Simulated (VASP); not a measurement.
Fe, 2 atoms in the cell. It takes space group Fd-3m (No. 227, cubic). The conventional cell has a = 4.558 Å, b = 4.558 Å, c = 4.558 Å, α = 90.00°, β = 90.00°, γ = 90.00°. Fe (site symmetry -43m) has 4 Fe at 1.97 Å within 2.6 Å. This isn't the form of Fe at room conditions, which is bcc.

- Program: VASP 6.6.1
- Task: single point
- Functional: LDA
- Potentials or basis: VASP PAW LDA potentials, release 64 (Fe_sv)
- Cutoff: 600 eV
- k mesh: 13 × 13 × 13
- Occupations: fermi-dirac, width 0.1 eV
- Spin: no spin polarisation
- Dipole correction: no
- Further INCAR settings: ALGO = Normal; EDIFF = 1e-06; NBANDS = 23

Potentials or basis: VASP PAW LDA potentials, release 64 (Fe_sv).

Command:

```bash
$ cat potpaw_LDA.64/Fe_sv/POTCAR > POTCAR
$ mpirun -np 1 vasp_std > vasp.out
```

Hardware: 1 thread of Intel(R) Xeon(R) Platinum 8175M CPU @ 2.50GHz (Skylake/Cascade Lake) (shared host).

Estimate the wall time of this run.

Wall time 90 s on 1 thread of Intel(R) Xeon(R) Platinum 8175M CPU @ 2.50GHz (Skylake/Cascade Lake), with other jobs on the host, peak memory 0.16 GiB. Counts: scf iterations 12, k points 84.
